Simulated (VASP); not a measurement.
Input of a VASP 6.6.1 run:

The input POSCAR:

```
AlN
1.0
    0.0000000000      2.1839935596      2.1839935596
    2.1839935596      0.0000000000      2.1839935596
    2.1839935596      2.1839935596      0.0000000000
Al N
1 1
Direct
    0.0000000000      0.0000000000      0.0000000000
    0.2500000000      0.2500000000      0.2500000000
```

INCAR.step1

```
SYSTEM = AlN
PREC = Accurate
ENCUT = 520
EDIFF = 1E-5
ISMEAR = -1
SIGMA = 0.05
LREAL = .FALSE.
LASPH = .TRUE.
NELM = 80
ALGO = Normal
ISIF = 2
LWAVE = .TRUE.
LCHARG = .FALSE.
NBANDS = 11
GGA = PE
```

The input INCAR.step2:

```
SYSTEM = AlN
PREC = Accurate
ENCUT = 520
EDIFF = 1E-6
ISMEAR = -1
SIGMA = 0.05
LREAL = .FALSE.
LASPH = .TRUE.
NELM = 80
ALGO = Normal
ISIF = 2
LWAVE = .FALSE.
LCHARG = .FALSE.
GGA = B5
LHFCALC = .TRUE.
AEXX = 0.2
AGGAX = 0.72
AGGAC = 0.81
ALDAC = 0.19
PRECFOCK = Normal
NBANDS = 11
ISTART = 1
```

File KPOINTS:

```
regular mesh
0
G
  5 5 5
  0 0 0
```

Potentials or basis: VASP PAW PBE potentials, release 64 (Al, N).

Command:

```sh
$ cat potpaw_PBE.64/Al/POTCAR potpaw_PBE.64/N/POTCAR > POTCAR
$ cp INCAR.step1 INCAR
$ mpirun -np 1 vasp_std > vasp.out
$ cp INCAR.step2 INCAR
$ mpirun -np 1 vasp_std > vasp.out
```

Problem. Estimate the band gap on the k mesh.

Solution. 5.86 eV, indirect (least direct gap 6.19 eV).

Problem. Predict the pressure.

Solution. 3.3 GPa.

Caveat: the k points lie up to 0.50 Å⁻¹ apart; the PAW data sets were made with another functional, which shifts forces and pressure a little. A k mesh can miss the band edges.
